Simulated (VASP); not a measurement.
# Nb3Pd (Cmmm) in VASP: a series of runs

Nb3Pd is run at these levels: LDA; tasks: single point, relaxation of cell and atoms.

Everything below comes from runs of VASP 6.6.1. Logs are shortened: lines on timing, memory, paths and dates and some standing lists are left out, and cuts for length are marked.

## (1) The cell of the first run

The structure is orthorhombic, space group Cmmm (No. 65). Conventional cell: a = 3.357 Å, b = 4.343 Å, c = 8.932 Å, α = 90.00°, β = 90.00°, γ = 90.00°. Within 3.6 Å of Nb (site symmetry mm2) lie 4 Pd at 2.72 to 3.05 Å and 10 Nb at 2.74 to 3.36 Å. Nb (site symmetry mmm) has 14 Nb at 2.74 to 3.36 Å within 3.6 Å. Pd (site symmetry mmm) has 8 Nb at 2.72 to 3.05 Å and 6 Pd at 2.74 to 3.36 Å within 3.6 Å.

## (2) Single point, LDA

INCAR

```
PREC     = Accurate       # precision mode
ENCUT    = 520            # plane-wave cutoff, eV
EDIFF    = 1E-6           # SCF threshold, eV
ISMEAR   = 1              # smearing method
SIGMA    = 0.1            # smearing width, eV
LREAL    = F              # projectors in reciprocal space
LASPH    = T              # aspherical terms in the spheres
NELM     = 100            # most SCF steps
ALGO     = Normal         # electronic algorithm
ISIF     = 2              # what is computed and relaxed
LWAVE    = F              # write WAVECAR
LCHARG   = F              # write CHGCAR
GGA      = CA             # functional
NBANDS   = 32             # bands
```

KPOINTS

```
Automatic mesh
0
Gamma
  8 8 3
```

POSCAR

```
Nb3Pd
1.0
    1.6783698209     -2.1712508517      0.0000000000
    1.6783698209      2.1712508517      0.0000000000
    0.0000000000      0.0000000000      8.9323007729
Nb Pd
3 1
Direct
    0.5000000000      0.5000000000      0.7600269823
    0.0000000000      0.0000000000      0.5000000000
    0.5000000000      0.5000000000      0.2399730177
    0.0000000000      0.0000000000      0.0000000000
```

Potentials or basis: VASP PAW LDA potentials, release 64 (Nb_sv, Pd).

Started as:

```
> cat potpaw_LDA.64/Nb_sv/POTCAR potpaw_LDA.64/Pd/POTCAR > POTCAR
> mpirun -np 1 vasp_std > vasp.out
```

OUTCAR:

```text
PREC = Accurate
   ENCUT = 520
   EDIFF = 1E-6
   ISMEAR = 1
   LREAL = F
   LASPH = T
   NELM = 100
   ISIF = 2
   GGA = CA

 ion  position               nearest neighbor table
   1  0.500  0.500  0.760-   4 2.72   4 2.72   2 2.87   2 2.87   4 3.05   4 3.05
   2  0.000  0.000  0.500-   1 2.87   3 2.87   1 2.87   3 2.87
   3  0.500  0.500  0.240-   4 2.72   4 2.72   2 2.87   2 2.87   4 3.05   4 3.05
   4  0.000  0.000  0.000-   1 2.72   3 2.72   1 2.72   3 2.72   1 3.05   3 3.05   1 3.05   3 3.05

  LATTYP: Found a base centered orthorhombic cell.
 ALAT       =     3.3567396418
 B/A-ratio  =     1.2936665237
 C/A-ratio  =     2.6610049411

  Lattice vectors:

 A1 = (   1.6783698209,  -2.1712508517,   0.0000000000)
 A2 = (   1.6783698209,   2.1712508517,   0.0000000000)
 A3 = (   0.0000000000,   0.0000000000,   8.9323007729)

Analysis of symmetry for initial positions (statically):
=====================================================================
 Subroutine PRICEL returns:
 Original cell was already a primitive cell.

 Routine SETGRP: Setting up the symmetry group for a
 base centered orthorhombic supercell.

 Subroutine GETGRP returns: Found  8 space group operations
 (whereof  8 operations were pure point group operations)
 out of a pool of  8 trial point group operations.

The static configuration has the point symmetry D_2h.

Analysis of symmetry for dynamics (positions and initial velocities):
=====================================================================
 Subroutine PRICEL returns:
 Original cell was already a primitive cell.

 Routine SETGRP: Setting up the symmetry group for a
 base centered orthorhombic supercell.

 Subroutine GETGRP returns: Found  8 space group operations
 (whereof  8 operations were pure point group operations)
 out of a pool of  8 trial point group operations.

The dynamic configuration has the point symmetry D_2h.

 Subroutine INISYM returns: Found  8 space group operations
 (whereof  8 operations are pure point group operations),
 and found     1 'primitive' translations

----------------------------------------------------------------------------------------

                                     Primitive cell

  volume of cell :      65.1015

  direct lattice vectors                    reciprocal lattice vectors
     1.678369821 -2.171250852  0.000000000     0.297908121 -0.230282005  0.000000000
[... 89 lines left out ...]
   NELM   =    100;   NELMIN=  2; NELMDL= -5     # of ELM steps
   EDIFF  = 0.1E-05   stopping-criterion for ELM
   LREAL  =      F    real-space projection
   EDIFFG = 0.1E-04   stopping-criterion for IOM
   NSW    =      0    number of steps for IOM
   IBRION =     -1    ionic relax: 0-MD 1-quasi-New 2-CG
   NFREE  =      0    steps in history (QN), initial steepest desc. (CG)
   ISIF   =      2    stress and relaxation
   ISYM   =      2    0-nonsym 1-usesym 2-fastsym
   POTIM  = 0.5000    time-step for ionic-motion
   TEBEG  =    0.0;   TEEND  =   0.0 temperature during run
   PSTRESS=    0.0 pullay stress
   NELECT =      49.0000    total number of electrons
   NUPDOWN=      -1.0000    fix difference up-down
   EMIN   =  10.00;   EMAX   =-10.00  energy-range for DOS
   EFERMI =   0.00;   METHOD = LEGACY
   ISMEAR =     1;   SIGMA  =   0.10  broadening in eV -4-tet -1-fermi 0-gaus
   EFERMI_NEDOS =   21; number of points for ismear=-14 and -15
   IALGO  =     38    algorithm
   IMIX   =      4    mixing-type and parameters
     AMIX     =   0.40;   BMIX     =  1.00
     AMIX_MAG =   1.60;   BMIX_MAG =  1.00
  volume/ion in A,a.u.               =      16.28       109.83
  Fermi-wavevector in a.u.,A,eV,Ry     =   1.489166  2.814116 30.172500  2.217616
  Thomas-Fermi vector in A             =   2.602109
   LORBIT       =      0    0 simple, 1 ext, 2 COOP (PROOUT), +10 PAW based schemes
   GGA     = CA    functional components
   LHFCALC =     F    Hartree Fock is set to
   AEXX    =    0.0000 exact exchange contribution
   IVDW    =     0    specifies the selected vdW correction
   LEPSILON=     F    determine dielectric tensor
   LRPA    =     F    only Hartree local field effects (RPA)
 non-spin polarized calculation
 Methfessel and Paxton  Order N= 1 SIGMA  =   0.10
  energy-cutoff  :      520.00
  volume of cell :       65.10
 maximum number of plane-waves:      1772
   NGX = 11   NGY = 11   NGZ = 33

 number of electron      49.0000000 magnetization

 Free energy of the ion-electron system (eV)
  ---------------------------------------------------
  ext. energy  EPLUGINS =         0.00000000
  ---------------------------------------------------
  free energy    TOTEN  =       -41.03202279 eV

  energy without entropy =      -41.03143216  energy(sigma->0) =      -41.03182591

 E-fermi :  11.7073     XC(G=0): -13.1834

 val. band max:       11.6999458865   @ k =  -0.1250   0.1250   0.0000
 cond. band min:      11.7312851180   @ k =   0.3750   0.2500   0.3333
 fundamental gap:      0.0313392314
 Fermi energy:        11.7072572655

 k-point     1 :       0.0000    0.0000    0.0000
  band No.  band energies     occupation
      1     -42.5101      2.00000
      2     -42.4814      2.00000
      3     -42.1526      2.00000
      4     -19.1703      2.00000
      5     -18.8207      2.00000
      6     -18.1645      2.00000
[... 829 lines left out ...]
     31      14.9550      0.00000
     32      15.0767      0.00000

 [... further k-points ...]

------------------------ aborting loop because EDIFF is reached ----------------------------------------

  FORCE on cell =-STRESS in cart. coord.  units (eV):
  Direction    XX          YY          ZZ          XY          YZ          ZX
  --------------------------------------------------------------------------------------
  -------------------------------------------------------------------------------------
  Total       -0.0169394     -0.0550209     -0.0075553      0.0000000      0.0000000      0.0000000
  in kB       -0.4168858     -1.3540891     -0.1859398      0.0000000      0.0000000      0.0000000
  external PRESSURE =      -0.6523049 kB  Pullay stress =       0.0000000 kB

 VOLUME and BASIS-vectors are now :
 -----------------------------------------------------------------------------
  energy-cutoff  :      520.00
  volume of cell :       65.10
      direct lattice vectors                 reciprocal lattice vectors
     1.678369821 -2.171250852  0.000000000     0.297908121 -0.230282005  0.000000000
     1.678369821  2.171250852  0.000000000     0.297908121  0.230282005  0.000000000
     0.000000000  0.000000000  8.932300773     0.000000000  0.000000000  0.111953239

 POSITION                                       TOTAL-FORCE (eV/Angst)
 -----------------------------------------------------------------------------------
      1.67837      0.00000      6.78879         0.000000      0.000000      0.005294
      0.00000      0.00000      4.46615        -0.000000      0.000000      0.000000
      1.67837      0.00000      2.14351         0.000000      0.000000     -0.005294
      0.00000      0.00000      0.00000        -0.000000      0.000000      0.000000
 -----------------------------------------------------------------------------------
    total drift:                                0.000000      0.000000      0.000000

  FREE ENERGIE OF THE ION-ELECTRON SYSTEM (eV)
  ---------------------------------------------------
  free  energy   TOTEN  =       -41.0320227896 eV

  energy  without entropy=      -41.0314321625  energy(sigma->0) =      -41.03182591
```

stdout:

```text
POSCAR found type information on POSCAR NbPd
 POSCAR found :  2 types and       4 ions
 scaLAPACK will be used
 LDA part: xc-table for (Slater(with rela. corr.)+CA(PZ))
 , standard interpolation
 POSCAR, INCAR and KPOINTS ok, starting setup
 FFT: planning ... GRIDC
 FFT: planning ... GRID_SOFT
 FFT: planning ... GRID
 WAVECAR not read
 entering main loop
```

Wall time 73 s (1 thread of Intel Xeon Platinum 8488C (Sapphire Rapids), shared host); peak memory 0.2 GiB.

What came out:

* Free energy: -41.0320 eV
* Pressure: -0.1 GPa
* Largest force: 0.005 eV/Å
* Band gap on the k mesh: zero (an odd number of electrons rules out a gap without spin polarisation)

Forces on the atoms (eV/Å):
```
Nb   0.000  0.000  0.005
Nb   0.000  0.000  0.000
Nb   0.000  0.000 -0.005
Pd   0.000  0.000  0.000
```

Stress tensor (GPa, compression positive):
```
-0.04  0.00  0.00
 0.00 -0.14  0.00
 0.00  0.00 -0.02
```

## (3) Single point, LDA

INCAR

```
SYSTEM = Nb3Pd
PREC = Accurate
ENCUT = 520
EDIFF = 1E-6
ISMEAR = 1
SIGMA = 0.1
LREAL = .False.
LASPH = .True.
NELM = 80
ALGO = Normal
ISIF = 2
LWAVE = .False.
LCHARG = .False.
GGA = CA
NBANDS = 32
```

KPOINTS

```
regular mesh
0
Gamma
  11 11 4
  0 0 0
```

POSCAR is that of step 2.

Potentials or basis: VASP PAW LDA potentials, release 64 (Nb_sv, Pd).

Started as:

```
> cat potpaw_LDA.64/Nb_sv/POTCAR potpaw_LDA.64/Pd/POTCAR > POTCAR
> mpirun -np 1 vasp_std > vasp.out
```

It took 3 min on 1 thread of Intel Xeon Platinum 8488C (Sapphire Rapids), shared host; peak memory 0.29 GiB.

The run converged. Its results:

| Quantity | Value |
| --- | --- |
| Free energy | -40.9777 eV |
| Pressure | 0.5 GPa |
| Largest force | 0.007 eV/Å |
| Band gap on the k mesh | zero (an odd number of electrons rules out a gap without spin polarisation) |

Forces in eV/Å, atoms in the order of the input:
```
Nb   0.000  0.000  0.007
Nb   0.000  0.000  0.000
Nb   0.000  0.000 -0.007
Pd   0.000  0.000  0.000
```

Stress tensor (GPa, compression positive):
```
 1.06  0.00  0.00
 0.00  0.45  0.00
 0.00  0.00 -0.07
```

Levels at points of the mesh, in eV from the Fermi level:
```
           k point  band 21  band 22  band 23  band 24  band 25  band 26  band 27  band 28
(0.00, 0.00, 0.00)    -2.01    -1.77    -1.67    -0.75    -0.36     0.42     1.55     2.25
(0.00, 0.00, 0.50)    -2.01    -1.53    -1.23    -0.87     0.15     0.85     0.87     1.11
```

## (4) Relaxation of cell and atoms, LDA

This run uses another cell than the first one, of 17.33 Å³/atom.

INCAR

```
PREC = Accurate
ENCUT = 600
EDIFF = 1E-7
ISMEAR = 1
SIGMA = 0.1
LREAL = F
LASPH = T
NELM = 100
ALGO = Normal
ISIF = 3
LWAVE = F
LCHARG = F
IBRION = 2
NSW = 60
EDIFFG = -0.02
```

KPOINTS

```
regular mesh
0
Gamma
  8 8 3
```

POSCAR

```
Nb3Pd
1.0
    1.7225920000     -2.2173620000      0.0000000000
    1.7225920000      2.2173620000      0.0000000000
    0.0000000000      0.0000000000      9.0767140000
Nb Pd
3 1
Direct
    0.5000000000      0.5000000000      0.7602060000
    0.0000000000      0.0000000000      0.5000000000
    0.5000000000      0.5000000000      0.2397940000
    0.0000000000      0.0000000000      0.0000000000
```

Potentials or basis: VASP PAW LDA potentials, release 64 (Nb_sv, Pd).

Started as:

```
> cat potpaw_LDA.64/Nb_sv/POTCAR potpaw_LDA.64/Pd/POTCAR > POTCAR
> mpirun -np 1 vasp_std > vasp.out
```

OUTCAR:

```text
PREC = Accurate
   ENCUT = 600
   EDIFF = 1E-7
   ISMEAR = 1
   LREAL = F
   LASPH = T
   NELM = 100
   ISIF = 3
   IBRION = 2
   NSW = 60
   EDIFFG = -0.02

 ion  position               nearest neighbor table
   1  0.500  0.500  0.760-   4 2.78   4 2.78   2 2.92   2 2.92   4 3.11   4 3.11
   2  0.000  0.000  0.500-   1 2.92   3 2.92   1 2.92   3 2.92
   3  0.500  0.500  0.240-   4 2.78   4 2.78   2 2.92   2 2.92   4 3.11   4 3.11
   4  0.000  0.000  0.000-   1 2.78   3 2.78   1 2.78   3 2.78   1 3.11   3 3.11   1 3.11   3 3.11

  LATTYP: Found a base centered orthorhombic cell.
 ALAT       =     3.4451840000
 B/A-ratio  =     1.2872241366
 C/A-ratio  =     2.6346093561

  Lattice vectors:

 A1 = (   1.7225920000,  -2.2173620000,   0.0000000000)
 A2 = (   1.7225920000,   2.2173620000,   0.0000000000)
 A3 = (   0.0000000000,   0.0000000000,   9.0767140000)

[... 378 lines left out ...]
  free energy    TOTEN  =       -41.03447894 eV

  energy without entropy =      -41.03422252  energy(sigma->0) =      -41.03439347

 E-fermi :  11.7021     XC(G=0): -13.1821

 val. band max:       11.6781878856   @ k =  -0.1250   0.1250   0.0000
 cond. band min:      11.7328969525   @ k =  -0.2500   0.1250   0.3333
 fundamental gap:      0.0547090669
 Fermi energy:        11.7021383696

 k-point     1 :       0.0000    0.0000    0.0000
  band No.  band energies     occupation
      1     -42.5145      2.00000
      2     -42.4864      2.00000
      3     -42.1587      2.00000
      4     -19.1705      2.00000
      5     -18.8250      2.00000
      6     -18.1662      2.00000
[... 757 lines left out ...]
     28      14.0700      0.00000
     29      14.2951      0.00000

 [... further k-points ...]

------------------------ aborting loop because EDIFF is reached ----------------------------------------

  FORCE on cell =-STRESS in cart. coord.  units (eV):
  Direction    XX          YY          ZZ          XY          YZ          ZX
  --------------------------------------------------------------------------------------
  -------------------------------------------------------------------------------------
  Total       -0.0160534      0.0046605     -0.0075149      0.0000000      0.0000000      0.0000000
  in kB       -0.3949985      0.1146725     -0.1849057      0.0000000      0.0000000      0.0000000
  external PRESSURE =      -0.1550773 kB  Pullay stress =       0.0000000 kB
[... 19 lines left out ...]
  FREE ENERGIE OF THE ION-ELECTRON SYSTEM (eV)
  ---------------------------------------------------
  free  energy   TOTEN  =       -41.0344789442 eV

  energy  without entropy=      -41.0342225198  energy(sigma->0) =      -41.03439347

 reached required accuracy - stopping structural energy minimisation
```

OSZICAR:

```text
N       E                     dE             d eps       ncg     rms          rms(c)
DAV:   1     0.705578272487E+03    0.70558E+03   -0.27546E+04  2436   0.193E+03
[... 111 lines left out ...]
DAV:   3    -0.410346087559E+02    0.23161E-03   -0.14727E-03  3880   0.429E-01    0.865E-02
DAV:   4    -0.410344708208E+02    0.13794E-03   -0.84270E-04  4411   0.249E-01    0.396E-02
DAV:   5    -0.410344646767E+02    0.61442E-05   -0.15774E-04  4227   0.132E-01    0.300E-02
DAV:   6    -0.410344704887E+02   -0.58120E-05   -0.29796E-05  4141   0.476E-02    0.164E-02
DAV:   7    -0.410344789231E+02   -0.84344E-05   -0.43354E-05  4723   0.344E-02    0.677E-03
DAV:   8    -0.410344789533E+02   -0.30219E-07   -0.17150E-06  3623   0.117E-02    0.436E-03
DAV:   9    -0.410344789442E+02    0.90895E-08   -0.20820E-07  1920   0.563E-03
  10 F= -.41034479E+02 E0= -.41034393E+02  d E =-.413775E-04
```

Run time: 11 min. Hardware: 1 thread of Intel Xeon Platinum 8488C (Sapphire Rapids), shared host; peak memory 0.24 GiB.

Results:

```yaml
Free_energy: -41.0345 eV
Relaxed_volume: 16.28 Å³/atom
Relaxed_cell: a = 2.743 Å, b = 2.743 Å, c = 8.934 Å, α = 90.00°, β = 90.00°, γ = 104.41°
Space_group_after_relaxing_to_0.1_Å: Cmmm (No. 65)
Energy_gained_by_relaxing: 40.5 meV/atom
Ionic_steps: 10
Pressure_after_relaxing: 0.0 GPa
Largest_force_after_relaxing: 0.009 eV/Å
Band_gap_on_the_k_mesh: zero (an odd number of electrons rules out a gap without spin polarisation)
```

Forces in eV/Å, atoms in the order of the input:
```
Nb   0.000  0.000 -0.009
Nb   0.000  0.000  0.000
Nb   0.000  0.000  0.009
Pd   0.000  0.000  0.000
```

The path:
```csv
step,energy change (eV),largest force (eV/Å),pressure (GPa),volume (Å³)
1,0.0000,0.0515,-11.56,69.34
2,0.5599,0.1987,33.94,57.53
3,-0.1609,0.0104,-0.53,65.29
4,-0.1611,0.0081,-0.06,65.14
5,-0.1611,0.0068,0.19,65.06
6,-0.1619,0.0066,0.19,65.05
7,-0.1620,0.0121,0.19,65.05
8,-0.1620,0.0113,0.19,65.05
9,-0.1619,0.0042,-0.35,65.22
10,-0.1620,0.0086,-0.02,65.12
```

Final structure:
```xyz
4
Lattice="1.6812 -2.1676 0.0000 1.6812 2.1676 0.0000 0.0000 0.0000 8.9342" Properties=species:S:1:pos:R:3 pbc="T T T"
Nb    1.6812    0.0000    6.7928
Nb    0.0000    0.0000    4.4671
Nb    1.6812    0.0000    2.1414
Pd    0.0000    0.0000    0.0000
```

## (5) The runs side by side

| task | cell | k mesh | cutoff (eV) | gap on the mesh (eV) | pressure (GPa) | largest force (eV/Å) |
| --- | --- | --- | --- | --- | --- | --- |
| single point | a = 2.744, b = 2.744, c = 8.932 Å, angles 90.0, 90.0, 104.6°, 4 atoms, atomic positions A | 8 × 8 × 3 | 520 | none | -0.1 | 0.01 |
| single point | a = 2.744, b = 2.744, c = 8.932 Å, angles 90.0, 90.0, 104.6°, 4 atoms, atomic positions A | 11 × 11 × 4 | 520 | none | 0.5 | 0.01 |
| relaxation of cell and atoms | relaxed from a = 2.808, b = 2.808, c = 9.077 Å, angles 90.0, 90.0, 104.3°, 4 atoms, atomic positions B | 8 × 8 × 3 | 600 | none | 0.0 | 0.01 |

Alike in all rows: level LDA; potentials or basis VASP PAW LDA potentials, release 64 (Nb_sv, Pd); no spin polarisation; smearing methfessel-paxton 0.1 eV.

Total energies depend on the potentials used, so only differences within one code and one set of settings carry meaning.

The gap in the log of VASP goes by the Fermi energy; the results here count the filled bands.